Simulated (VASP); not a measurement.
# SmZn3I2 (I4/mmm) in VASP: a series of runs, part 2 of 2

VASP 6.6.1. The steps go on from the part before.

## (3) Relaxation of cell and atoms, PBE

This run uses another cell than the first one, of 29.27 Å³/atom.

The input, INCAR:

```
ALGO = Normal ; EDIFF = 1E-7
EDIFFG = -0.08 ; ENCUT = 500
GGA = PE ; GGA_COMPAT = F
IBRION = 2 ; ISIF = 3
ISMEAR = 0 ; LASPH = T
LCHARG = F ; LMAXMIX = 6
LREAL = F ; LWAVE = F
NELM = 200 ; NELMIN = 4
NSW = 36 ; PREC = Accurate
SIGMA = 0.2
```

The input, KPOINTS:

```
k-points
0
Gamma
  4 4 4
```

The input, POSCAR:

```
SmZn3I2
1.0
   -2.9892452200      2.9892452200      4.9133699900
    2.9892452200     -2.9892452200      4.9133699900
    2.9892452200      2.9892452200     -4.9133699900
Sm Zn I
1 3 2
Direct
    0.0000000000      0.0000000000      0.0000000000
    0.7034399600      0.7034399600      0.0000000000
    0.2965600400      0.2965600400      0.0000000000
    0.5000000000      0.5000000000      0.0000000000
    0.5000000000      0.0000000000      0.5000000000
    0.0000000000      0.5000000000      0.5000000000
```

Potentials or basis: VASP PAW PBE potentials, release 64 (Sm_3, Zn, I), 4f in core.

The run is started by

```console
> cat potpaw_PBE.64/Sm_3/POTCAR potpaw_PBE.64/Zn/POTCAR potpaw_PBE.64/I/POTCAR > POTCAR
> mpirun -np 1 vasp_std > vasp.out
```

OUTCAR:

```text
EDIFF = 1E-7
   EDIFFG = -0.08
   ENCUT = 500
   GGA = PE
   IBRION = 2
   ISIF = 3
   ISMEAR = 0
   LASPH = T
   LREAL = F
   NELM = 200
   NELMIN = 4
   NSW = 36
   PREC = Accurate

 ion  position               nearest neighbor table
   1  0.000  0.000  0.000-   2 2.91   3 2.91   5 2.99   6 2.99   6 2.99   5 2.99
   2  0.703  0.703  0.000-   4 2.00   1 2.91
   3  0.297  0.297  0.000-   4 2.00   1 2.91
   4  0.500  0.500  0.000-   2 2.00   3 2.00   5 2.99   6 2.99   5 2.99   6 2.99
   5  0.500  0.000  0.500-   1 2.99   4 2.99   4 2.99   1 2.99
   6  0.000  0.500  0.500-   1 2.99   4 2.99   1 2.99   4 2.99

  LATTYP: Found a body centered tetragonal cell.
 ALAT       =     5.9784904400
 C/A-ratio  =     1.6436824778

  Lattice vectors:

 A1 = (  -2.9892452200,   2.9892452200,   4.9133699900)
 A2 = (   2.9892452200,  -2.9892452200,   4.9133699900)
 A3 = (   2.9892452200,   2.9892452200,  -4.9133699900)

Analysis of symmetry for initial positions (statically):
=====================================================================
 Subroutine PRICEL returns:
 Original cell was already a primitive cell.

 Routine SETGRP: Setting up the symmetry group for a
 body centered tetragonal supercell.

 Subroutine GETGRP returns: Found 16 space group operations
 (whereof 16 operations were pure point group operations)
 out of a pool of 16 trial point group operations.

The static configuration has the point symmetry D_4h.

Analysis of symmetry for dynamics (positions and initial velocities):
=====================================================================
 Subroutine PRICEL returns:
 Original cell was already a primitive cell.

 Routine SETGRP: Setting up the symmetry group for a
 body centered tetragonal supercell.

 Subroutine GETGRP returns: Found 16 space group operations
 (whereof 16 operations were pure point group operations)
 out of a pool of 16 trial point group operations.

The dynamic configuration has the point symmetry D_4h.

 Subroutine INISYM returns: Found 16 space group operations
 (whereof 16 operations are pure point group operations),
 and found     1 'primitive' translations

----------------------------------------------------------------------------------------

                                     Primitive cell

  volume of cell :     175.6154

  direct lattice vectors                    reciprocal lattice vectors
    -2.989245220  2.989245220  4.913369990     0.000000000  0.167266304  0.101763149
     2.989245220 -2.989245220  4.913369990     0.167266304  0.000000000  0.101763149
     2.989245220  2.989245220 -4.913369990     0.167266304  0.167266304  0.000000000

  length of vectors
     6.481695660  6.481695660  6.481695660     0.195790079  0.195790079  0.236550276

  position of ions in fractional coordinates (direct lattice)
     0.000000000  0.000000000  0.000000000
     0.703439960  0.703439960  0.000000000
     0.296560040  0.296560040  0.000000000
     0.500000000  0.500000000  0.000000000
     0.500000000  0.000000000  0.500000000
     0.000000000  0.500000000  0.500000000

  ion indices of the primitive-cell ions
   primitive index   ion index
                 1           1
                 2           2
                 3           3
                 4           4
                 5           5
                 6           6

----------------------------------------------------------------------------------------

 KPOINTS: k-points

Automatic generation of k-mesh.
 Grid dimensions read from file:
 generate k-points for:    4    4    4

 Generating k-lattice:

  Cartesian coordinates                     Fractional coordinates (reciprocal lattice)
     0.000000000  0.041816576  0.025440787     0.250000000 -0.000000000  0.000000000
     0.041816576  0.000000000  0.025440787    -0.000000000  0.250000000  0.000000000
     0.041816576  0.041816576  0.000000000     0.000000000  0.000000000  0.250000000

  Length of vectors
     0.048947520  0.048947520  0.059137569

  Shift w.r.t. Gamma in fractional coordinates (k-lattice)
     0.000000000  0.000000000  0.000000000

 Subroutine IBZKPT returns following result:
 ===========================================

 Found     13 irreducible k-points:

 Following reciprocal coordinates:
            Coordinates               Weight
  0.000000  0.000000  0.000000      1.000000
  0.250000  0.000000  0.000000      8.000000
  0.500000  0.000000  0.000000      4.000000
  0.250000  0.250000  0.000000      8.000000
  0.500000  0.250000  0.000000     16.000000
 -0.250000  0.250000  0.000000      4.000000
  0.500000  0.500000  0.000000      2.000000
  0.250000  0.250000  0.250000      2.000000
 -0.250000  0.250000  0.250000      4.000000
  0.500000  0.500000  0.250000      4.000000
 -0.250000  0.500000  0.250000      8.000000
 -0.250000 -0.250000  0.250000      2.000000
  0.500000  0.500000  0.500000      1.000000
   k-points           NKPTS =     13   k-points in BZ     NKDIM =     13   number of bands    NBANDS=     36
   number of dos      NEDOS =    301   number of ions     NIONS =      6
   total plane-waves  NPLWV = 110592
   dimension x,y,z NGX =    48 NGY =   48 NGZ =   48
   dimension x,y,z NGXF=    96 NGYF=   96 NGZF=   96
   ions per type =               1   3   2
   NGX,Y,Z   is equivalent  to a cutoff of  12.31, 12.31, 12.31 a.u.
   NGXF,Y,Z  is equivalent  to a cutoff of  24.62, 24.62, 24.62 a.u.
 SYSTEM =  unknown system
   PREC   = accura    normal or accurate (medium, high low for compatibility)
   ISTART =      0    job   : 0-new  1-cont  2-samecut
   ICHARG =      2    charge: 1-file 2-atom 10-const
   ISPIN  =      1    spin polarized calculation?
   LNONCOLLINEAR =      F non collinear calculations
   LSORBIT =      F    spin-orbit coupling
   LASPH  =      T    aspherical Exc in radial PAW
   ENCUT  =  500.0 eV  36.75 Ry    6.06 a.u.  11.82 11.82 11.82*2*pi/ulx,y,z
   NELM   =    200;   NELMIN=  4; NELMDL= -5     # of ELM steps
   EDIFF  = 0.1E-06   stopping-criterion for ELM
   LREAL  =      F    real-space projection
   EDIFFG = -.8E-01   stopping-criterion for IOM
   NSW    =     36    number of steps for IOM
   IBRION =      2    ionic relax: 0-MD 1-quasi-New 2-CG
   NFREE  =      1    steps in history (QN), initial steepest desc. (CG)
   ISIF   =      3    stress and relaxation
   ISYM   =      2    0-nonsym 1-usesym 2-fastsym
   POTIM  = 0.5000    time-step for ionic-motion
   TEBEG  =    0.0;   TEEND  =   0.0 temperature during run
   PSTRESS=    0.0 pullay stress
   NELECT =      61.0000    total number of electrons
   NUPDOWN=      -1.0000    fix difference up-down
   EMIN   =  10.00;   EMAX   =-10.00  energy-range for DOS
   EFERMI =   0.00;   METHOD = LEGACY
   ISMEAR =     0;   SIGMA  =   0.20  broadening in eV -4-tet -1-fermi 0-gaus
   EFERMI_NEDOS =   21; number of points for ismear=-14 and -15
   IALGO  =     38    algorithm
   IMIX   =      4    mixing-type and parameters
     AMIX     =   0.40;   BMIX     =  1.00
     AMIX_MAG =   1.60;   BMIX_MAG =  1.00
  volume/ion in A,a.u.               =      29.27       197.52
  Fermi-wavevector in a.u.,A,eV,Ry     =   1.150793  2.174684 18.018533  1.324325
  Thomas-Fermi vector in A             =   2.287455
   LORBIT       =      0    0 simple, 1 ext, 2 COOP (PROOUT), +10 PAW based schemes
   GGA     = PE    functional components
   LHFCALC =     F    Hartree Fock is set to
   AEXX    =    0.0000 exact exchange contribution
   IVDW    =     0    specifies the selected vdW correction
   LEPSILON=     F    determine dielectric tensor
   LRPA    =     F    only Hartree local field effects (RPA)
 conjugate gradient relaxation of ions
 non-spin polarized calculation
 Gauss-broadening in eV      SIGMA  =   0.20
  energy-cutoff  :      500.00
  volume of cell :      175.62
 maximum number of plane-waves:      4470
   NGX = 23   NGY = 23   NGZ = 23

--------------------------------------- Ionic step        1  -------------------------------------------

 number of electron      60.9999996 magnetization

 Free energy of the ion-electron system (eV)
  ---------------------------------------------------
  ext. energy  EPLUGINS =         0.00000000
  ---------------------------------------------------
  free energy    TOTEN  =        -9.30483357 eV

  energy without entropy =       -9.25050168  energy(sigma->0) =       -9.27766763

------------------------ aborting loop because EDIFF is reached ----------------------------------------

  FORCE on cell =-STRESS in cart. coord.  units (eV):
  Direction    XX          YY          ZZ          XY          YZ          ZX
  --------------------------------------------------------------------------------------
  -------------------------------------------------------------------------------------
  Total        6.3347761      6.3347761     26.0381390      0.0000000      0.0000000     -0.0000000
  in kB       57.7935414     57.7935414    237.5516088      0.0000000      0.0000000     -0.0000000
  external PRESSURE =     117.7128972 kB  Pullay stress =       0.0000000 kB
[... 225 lines left out ...]
  energy  without entropy=      -11.6681244833  energy(sigma->0) =      -11.69609859

--------------------------------------- Ionic step        7  -------------------------------------------

 number of electron      61.0000029 magnetization

 Free energy of the ion-electron system (eV)
  ---------------------------------------------------
  ext. energy  EPLUGINS =         0.00000000
  ---------------------------------------------------
  free energy    TOTEN  =       -11.73043670 eV

  energy without entropy =      -11.67381025  energy(sigma->0) =      -11.70212347

 E-fermi :   2.2896     XC(G=0):  -7.9459

 val. band max:        2.2696894285   @ k =  -0.2500  -0.2500   0.2500
 cond. band min:       2.3562222509   @ k =  -0.2500   0.2500   0.2500
 fundamental gap:      0.0865328224
 Fermi energy:         2.2895823831

 k-point     1 :       0.0000    0.0000    0.0000
  band No.  band energies     occupation
      1     -40.4809      2.00000
      2     -19.9539      2.00000
      3     -19.9539      2.00000
      4     -19.6737      2.00000
      5     -11.9075      2.00000
      6     -11.6587      2.00000
[... 529 lines left out ...]
  FREE ENERGIE OF THE ION-ELECTRON SYSTEM (eV)
  ---------------------------------------------------
  free  energy   TOTEN  =       -11.7304366988 eV

  energy  without entropy=      -11.6738102465  energy(sigma->0) =      -11.70212347

 reached required accuracy - stopping structural energy minimisation
```

Run time: 6.2 min. Hardware: 1 thread of Intel Xeon 6975P-C (Granite Rapids), shared host; peak memory 0.39 GiB.

What came out:

```yaml
Free_energy: -11.7304 eV
Relaxed_volume: 37.37 Å³/atom
Relaxed_cell: a = 7.153 Å, b = 7.153 Å, c = 7.153 Å, α = 127.35°, β = 127.35°, γ = 77.68°
Space_group_after_relaxing_to_0.1_Å: I4/mmm (No. 139)
Energy_gained_by_relaxing: 404.3 meV/atom
Ionic_steps: 7
Pressure_after_relaxing: -0.2 GPa
Largest_force_after_relaxing: 0.073 eV/Å
Band_gap_on_the_k_mesh: zero (an odd number of electrons rules out a gap without spin polarisation)
```

Forces in eV/Å, atoms in the order of the input:
```
Sm   0.000  0.000  0.000
Zn   0.000  0.000  0.073
Zn   0.000  0.000 -0.073
Zn   0.000  0.000  0.000
I    0.000  0.000  0.000
I    0.000  0.000  0.000
```

Step by step:
| step | energy change (eV) | largest force (eV/Å) | pressure (GPa) | volume (Å³) |
| --- | --- | --- | --- | --- |
| 1 | 0.0000 | 5.4154 | 11.77 | 175.62 |
| 2 | -2.2394 | 0.1602 | -0.81 | 234.57 |
| 3 | -2.3691 | 0.1788 | 0.92 | 214.05 |
| 4 | -2.3731 | 0.0836 | 0.56 | 217.25 |
| 5 | -2.3732 | 0.1078 | 0.66 | 216.37 |
| 6 | -2.4192 | 0.0867 | 0.10 | 221.28 |
| 7 | -2.4256 | 0.0734 | -0.18 | 224.25 |

Final structure:
```
CELL_PARAMETERS angstrom
-3.17212 3.17212 5.57141
3.17212 -3.17212 5.57141
3.17212 3.17212 -5.57141
ATOMIC_POSITIONS crystal
Sm 0.00000 0.00000 0.00000
Zn 0.72463 0.72463 0.00000
Zn 0.27537 0.27537 0.00000
Zn 0.50000 0.50000 0.00000
I 0.50000 0.00000 0.50000
I 0.00000 0.50000 0.50000
```

Levels at points of the mesh, in eV from the Fermi level:
```csv
k point,band 27,band 28,band 29,band 30,band 31,band 32,band 33,band 34,band 35,band 36
"(0.00, 0.00, 0.00)",-3.76,-3.60,-2.73,-2.41,-0.37,-0.37,-0.07,1.04,1.19,1.68
"(0.50, 0.00, 0.00)",-3.85,-3.13,-2.46,-0.59,-0.23,0.12,0.97,0.98,1.11,2.00
"(0.50, 0.50, 0.00)",-3.49,-3.08,-2.92,-0.78,0.16,0.76,1.03,1.26,1.54,1.76
"(0.50, 0.50, 0.50)",-3.71,-3.39,-2.20,-2.03,-0.02,0.39,0.39,1.04,1.19,1.39
```

Caveat: the volume moved by over 15 % at a fixed basis, so the end points are rough; spin-orbit coupling is left out, which moves the levels of the heavy elements; the 4f electrons are frozen in the core, so they carry no moment and show no levels; the run has no spin polarisation, though such a crystal can be magnetic; the relaxation stopped at a loose force limit of 0.08 eV/Å, so its end isn't a converged minimum. Spin polarisation is off, so any magnetic state and its effect on volume and gap are missing.

The gap in the log of VASP goes by the Fermi energy; the results here count the filled bands.